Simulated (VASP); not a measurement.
# Sb (R-3m) in VASP: a series of runs

Runs on Sb. Level: PBE. Tasks: single point.

All numbers are computed with VASP 6.6.1; they aren't measurements. Logs are shortened: lines on timing, memory, paths and dates and some standing lists are left out, and cuts for length are marked.

### Step 1. The cell of the first run

Symmetry: R-3m, No. 166, trigonal system. Conventional cell: a = 4.272 Å, b = 4.272 Å, c = 11.157 Å, α = 90.00°, β = 90.00°, γ = 120.00°. Sb (site symmetry 3m) has 6 Sb at 2.88 to 3.32 Å within 3.8 Å.

### Step 2. Single point, PBE (volume scaled by 0.98)

Contents of INCAR:

```
PREC = Accurate ; ENCUT = 520
EDIFF = 1E-7 ; ISMEAR = -1
SIGMA = 0.05 ; LREAL = False
LASPH = True ; NELM = 100
ALGO = Normal ; ISIF = 2
LWAVE = False ; LCHARG = False
GGA = PE ; NBANDS = 12
```

Contents of KPOINTS:

```
Automatic mesh
0
Gamma
  9 9 9
```

Contents of POSCAR:

```
Sb
1.0
    2.1361663378      1.2333162102      3.7188717261
   -2.1361663378      1.2333162102      3.7188717261
    0.0000000000     -2.4666324202      3.7188717261
Sb
2
Direct
    0.2336400000      0.2336400000      0.2336400000
    0.7663600000      0.7663600000      0.7663600000
```

Potentials or basis: VASP PAW PBE potentials, release 64 (Sb).

Run with:

```bash
$ cat potpaw_PBE.64/Sb/POTCAR > POTCAR
$ mpirun -np 1 vasp_std > vasp.out
```

OUTCAR:

```text
PREC = Accurate
   ENCUT = 520
   EDIFF = 1E-7
   ISMEAR = -1
   LREAL = False
   LASPH = True
   NELM = 100
   ISIF = 2
   GGA = PE

 ion  position               nearest neighbor table
   1  0.234  0.234  0.234-   2 2.88   2 2.88   2 2.88   2 3.32   2 3.32   2 3.32
   2  0.766  0.766  0.766-   1 2.88   1 2.88   1 2.88   1 3.32   1 3.32   1 3.32

  LATTYP: Found a trigonal (rhomboedric) cell.
 ALAT       =     4.4625421468
 COS(alpha) =     0.5417151843

  Lattice vectors:

 A1 = (   2.1361663378,   1.2333162102,   3.7188717261)
 A2 = (  -2.1361663378,   1.2333162102,   3.7188717261)
 A3 = (   0.0000000000,  -2.4666324202,   3.7188717261)

Analysis of symmetry for initial positions (statically):
=====================================================================
 Subroutine PRICEL returns:
 Original cell was already a primitive cell.

 Routine SETGRP: Setting up the symmetry group for a
 trigonal (rhombohedral) supercell.

 Subroutine GETGRP returns: Found 12 space group operations
 (whereof 12 operations were pure point group operations)
 out of a pool of 12 trial point group operations.

The static configuration has the point symmetry D_3d.

Analysis of symmetry for dynamics (positions and initial velocities):
=====================================================================
 Subroutine PRICEL returns:
 Original cell was already a primitive cell.

 Routine SETGRP: Setting up the symmetry group for a
 trigonal (rhombohedral) supercell.

 Subroutine GETGRP returns: Found 12 space group operations
 (whereof 12 operations were pure point group operations)
 out of a pool of 12 trial point group operations.

The dynamic configuration has the point symmetry D_3d.

 Subroutine INISYM returns: Found 12 space group operations
 (whereof 12 operations are pure point group operations),
 and found     1 'primitive' translations

----------------------------------------------------------------------------------------

                                     Primitive cell

  volume of cell :      58.7857

  direct lattice vectors                    reciprocal lattice vectors
     2.136166338  1.233316210  3.718871726     0.234064170  0.135137011  0.089632920
    -2.136166338  1.233316210  3.718871726    -0.234064170  0.135137011  0.089632920
     0.000000000 -2.466632420  3.718871726     0.000000000 -0.270274023  0.089632920

  length of vectors
     4.462542147  4.462542147  4.462542147     0.284749201  0.284749201  0.284749201

  position of ions in fractional coordinates (direct lattice)
     0.233640000  0.233640000  0.233640000
     0.766360000  0.766360000  0.766360000

  ion indices of the primitive-cell ions
   primitive index   ion index
                 1           1
                 2           2

----------------------------------------------------------------------------------------

 KPOINTS: Automatic mesh

Automatic generation of k-mesh.
 Grid dimensions read from file:
 generate k-points for:    9    9    9

 Generating k-lattice:

  Cartesian coordinates                     Fractional coordinates (reciprocal lattice)
     0.026007130  0.015015223  0.009959213     0.111111111 -0.000000000  0.000000000
    -0.026007130  0.015015223  0.009959213    -0.000000000  0.111111111  0.000000000
     0.000000000 -0.030030447  0.009959213     0.000000000  0.000000000  0.111111111

  Length of vectors
     0.031638800  0.031638800  0.031638800

  Shift w.r.t. Gamma in fractional coordinates (k-lattice)
     0.000000000  0.000000000  0.000000000

 Subroutine IBZKPT returns following result:
 ===========================================

 Found     85 irreducible k-points:

 Following reciprocal coordinates:
            Coordinates               Weight
  0.000000  0.000000  0.000000      1.000000
  0.111111  0.000000  0.000000      6.000000
  0.222222  0.000000  0.000000      6.000000
  0.333333  0.000000  0.000000      6.000000
  0.444444  0.000000  0.000000      6.000000
  0.111111  0.111111  0.000000      6.000000
[... 16 lines left out ...]
 -0.333333  0.333333  0.000000      6.000000
  0.444444  0.444444  0.000000      6.000000
 [... further k-points ...]
   k-points           NKPTS =     85   k-points in BZ     NKDIM =     85   number of bands    NBANDS=     12
   number of dos      NEDOS =    301   number of ions     NIONS =      2
   total plane-waves  NPLWV =  46656
   dimension x,y,z NGX =    36 NGY =   36 NGZ =   36
   dimension x,y,z NGXF=    72 NGYF=   72 NGZF=   72
   ions per type =               2
   NGX,Y,Z   is equivalent  to a cutoff of  13.41, 13.41, 13.41 a.u.
   NGXF,Y,Z  is equivalent  to a cutoff of  26.82, 26.82, 26.82 a.u.
 SYSTEM =  unknown system
   PREC   = accura    normal or accurate (medium, high low for compatibility)
   ISTART =      0    job   : 0-new  1-cont  2-samecut
   ICHARG =      2    charge: 1-file 2-atom 10-const
   ISPIN  =      1    spin polarized calculation?
   LNONCOLLINEAR =      F non collinear calculations
   LSORBIT =      F    spin-orbit coupling
   LASPH  =      T    aspherical Exc in radial PAW
   ENCUT  =  520.0 eV  38.22 Ry    6.18 a.u.   8.30  8.30  8.30*2*pi/ulx,y,z
   NELM   =    100;   NELMIN=  2; NELMDL= -5     # of ELM steps
   EDIFF  = 0.1E-06   stopping-criterion for ELM
   LREAL  =      F    real-space projection
   EDIFFG = 0.1E-05   stopping-criterion for IOM
   NSW    =      0    number of steps for IOM
   IBRION =     -1    ionic relax: 0-MD 1-quasi-New 2-CG
   NFREE  =      0    steps in history (QN), initial steepest desc. (CG)
   ISIF   =      2    stress and relaxation
   ISYM   =      2    0-nonsym 1-usesym 2-fastsym
   POTIM  = 0.5000    time-step for ionic-motion
   TEBEG  =    0.0;   TEEND  =   0.0 temperature during run
   PSTRESS=    0.0 pullay stress
   NELECT =      10.0000    total number of electrons
   NUPDOWN=      -1.0000    fix difference up-down
   EMIN   =  10.00;   EMAX   =-10.00  energy-range for DOS
   EFERMI =   0.00;   METHOD = LEGACY
   ISMEAR =    -1;   SIGMA  =   0.05  broadening in eV -4-tet -1-fermi 0-gaus
   EFERMI_NEDOS =   21; number of points for ismear=-14 and -15
   IALGO  =     38    algorithm
   IMIX   =      4    mixing-type and parameters
     AMIX     =   0.40;   BMIX     =  1.00
     AMIX_MAG =   1.60;   BMIX_MAG =  1.00
  volume/ion in A,a.u.               =      29.39       198.35
  Fermi-wavevector in a.u.,A,eV,Ry     =   0.907091  1.714153 11.195065  0.822814
  Thomas-Fermi vector in A             =   2.030857
   LORBIT       =      0    0 simple, 1 ext, 2 COOP (PROOUT), +10 PAW based schemes
   GGA     = PE    functional components
[... 5 lines left out ...]
 non-spin polarized calculation
  energy-cutoff  :      520.00
  volume of cell :       58.79
 maximum number of plane-waves:      1595
 NGX is ok and might be reduce to    36
   NGX = 17   NGY = 17   NGZ = 17

 number of electron      10.0000000 magnetization

 Free energy of the ion-electron system (eV)
  ---------------------------------------------------
  ext. energy  EPLUGINS =         0.00000000
  ---------------------------------------------------
  free energy    TOTEN  =        -8.22030771 eV

  energy without entropy =       -8.21830506  energy(sigma->0) =       -8.21930639

 E-fermi :   7.6549     XC(G=0):  -9.6482

 val. band max:        7.6494202257   @ k =   0.4444   0.0000   0.0000
 cond. band min:       7.8048998810   @ k =   0.4444   0.4444   0.4444
 fundamental gap:      0.1554796553
 Fermi energy:         7.6548873116

 k-point     1 :       0.0000    0.0000    0.0000
  band No.  band energies     occupation
      1      -5.3062      2.00000
      2       2.9917      2.00000
      3       5.5101      2.00000
      4       5.7739      2.00000
      5       5.7739      2.00000
      6       9.7183      0.00000
      7      10.3767      0.00000
      8      10.3767      0.00000
      9      12.6838      0.00000
     10      12.6838      0.00000
     11      12.8724      0.00000
     12      14.1507      0.00000

 k-point     2 :       0.1111    0.0000    0.0000
  band No.  band energies     occupation
      1      -5.1660      2.00000
      2       2.3316      2.00000
      3       5.5476      2.00000
      4       5.7397      2.00000
      5       6.0465      2.00000
      6       9.6557      0.00000
      7      10.0206      0.00000
      8      10.0472      0.00000
      9      12.1839      0.00000
     10      12.6192      0.00000
     11      12.7280      0.00000
     12      15.0967      0.00000

 k-point     3 :       0.2222    0.0000    0.0000
  band No.  band energies     occupation
      1      -4.7485      2.00000
      2       0.9913      2.00000
      3       5.5594      2.00000
      4       5.6729      2.00000
      5       6.4919      2.00000
      6       9.1023      0.00000
      7       9.2488      0.00000
      8       9.2941      0.00000
      9      12.3409      0.00000
     10      12.9055      0.00000
     11      13.3652      0.00000
     12      16.9365      0.00000

 k-point     4 :       0.3333    0.0000    0.0000
  band No.  band energies     occupation
      1      -4.0655      2.00000
      2      -0.4612      2.00000
      3       5.6313      2.00000
      4       5.6340      2.00000
      5       6.8306      2.00000
      6       8.3214      0.00000
      7       8.4278      0.00000
      8       8.5789      0.00000
      9      13.2902      0.00000
     10      14.0748      0.00000
     11      14.5712      0.00000
     12      18.3418      0.00000

 k-point     5 :       0.4444    0.0000    0.0000
  band No.  band energies     occupation
      1      -3.1751      2.00000
      2      -1.7713      2.00000
      3       5.6265      2.00000
      4       5.7459      2.00000
      5       7.1709      1.99988
      6       7.6494      1.05462
      7       7.9074      0.01274
      8       8.1596      0.00008
      9      14.6824      0.00000
     10      15.7868      0.00000
     11      16.1600      0.00000
     12      16.6028      0.00000
[... 228 lines left out ...]
      1      -3.2757      2.00000
      2      -0.2961      2.00000
      3       2.6863      2.00000
      4       4.0340      2.00000
      5       4.2891      2.00000
      6       9.6472      0.00000
      7      11.8518      0.00000
      8      12.2536      0.00000
      9      13.0396      0.00000
     10      16.6643      0.00000
     11      16.8944      0.00000
     12      17.5641      0.00000

 k-point    22 :      -0.4444    0.3333   -0.0000
  band No.  band energies     occupation
      1      -2.6179      2.00000
      2      -1.2030      2.00000
      3       2.2746      2.00000
      4       4.2202      2.00000
      5       4.5322      2.00000
      6      10.4905      0.00000
      7      11.1649      0.00000
      8      11.5535      0.00000
      9      13.5213      0.00000
     10      15.5694      0.00000
     11      16.4477      0.00000
     12      18.4791      0.00000

 k-point    23 :      -0.3333    0.3333    0.0000
  band No.  band energies     occupation
      1      -2.1577      2.00000
      2      -1.9623      2.00000
      3       2.3933      2.00000
      4       4.7148      2.00000
      5       5.0144      2.00000
      6       9.8485      0.00000
      7      10.2573      0.00000
      8      12.7565      0.00000
      9      13.1764      0.00000
     10      14.1194      0.00000
     11      15.4840      0.00000
     12      17.7322      0.00000

 k-point    24 :       0.4444    0.4444    0.0000
  band No.  band energies     occupation
      1      -3.0020      2.00000
      2      -0.2929      2.00000
      3       2.2182      2.00000
      4       3.8182      2.00000
      5       3.8844      2.00000
      6       9.1062      0.00000
      7      12.6341      0.00000
      8      13.1877      0.00000
      9      14.3415      0.00000
     10      16.2380      0.00000
     11      17.4014      0.00000
     12      18.4739      0.00000

 [... further k-points ...]

------------------------ aborting loop because EDIFF is reached ----------------------------------------

  FORCE on cell =-STRESS in cart. coord.  units (eV):
  Direction    XX          YY          ZZ          XY          YZ          ZX
  --------------------------------------------------------------------------------------
  -------------------------------------------------------------------------------------
  Total        1.7746759      1.7746759      1.4852876      0.0000000      0.0000000     -0.0000000
  in kB       48.3679491     48.3679491     40.4808097      0.0000000      0.0000000     -0.0000000
  external PRESSURE =      45.7389027 kB  Pullay stress =       0.0000000 kB

 VOLUME and BASIS-vectors are now :
 -----------------------------------------------------------------------------
  energy-cutoff  :      520.00
  volume of cell :       58.79
      direct lattice vectors                 reciprocal lattice vectors
     2.136166338  1.233316210  3.718871726     0.234064170  0.135137011  0.089632920
    -2.136166338  1.233316210  3.718871726    -0.234064170  0.135137011  0.089632920
     0.000000000 -2.466632420  3.718871726     0.000000000 -0.270274023  0.089632920

 POSITION                                       TOTAL-FORCE (eV/Angst)
 -----------------------------------------------------------------------------------
      0.00000      0.00000      2.60663         0.000000      0.000000      0.359291
      0.00000      0.00000      8.54998         0.000000     -0.000000     -0.359291
 -----------------------------------------------------------------------------------
    total drift:                                0.000000     -0.000000      0.000000

  FREE ENERGIE OF THE ION-ELECTRON SYSTEM (eV)
  ---------------------------------------------------
  free  energy   TOTEN  =        -8.2203077102 eV

  energy  without entropy=       -8.2183050615  energy(sigma->0) =       -8.21930639
```

It took 39 s on 1 thread of AMD EPYC 9R45 (Zen 5), shared host; peak memory 0.19 GiB.

Results:

```yaml
Free_energy: -8.2203 eV
Pressure: 4.6 GPa
Largest_force: 0.359 eV/Å
```

Forces in eV/Å, atoms in the order of the input:
```
Sb   0.000  0.000  0.359
Sb   0.000  0.000 -0.359
```

Stress tensor (GPa, compression positive):
```
4.84 0.00 0.00
0.00 4.84 0.00
0.00 0.00 4.05
```

Levels at points of the mesh, in eV from the Fermi level:
```
           k point  band 3  band 4  band 5  band 6  band 7  band 8
(0.00, 0.00, 0.00)   -2.14   -1.88   -1.88    2.06    2.72    2.72
```

Caveat: spin-orbit coupling is left out, which moves the levels of the heavy elements.

[end of part 1 of 2]
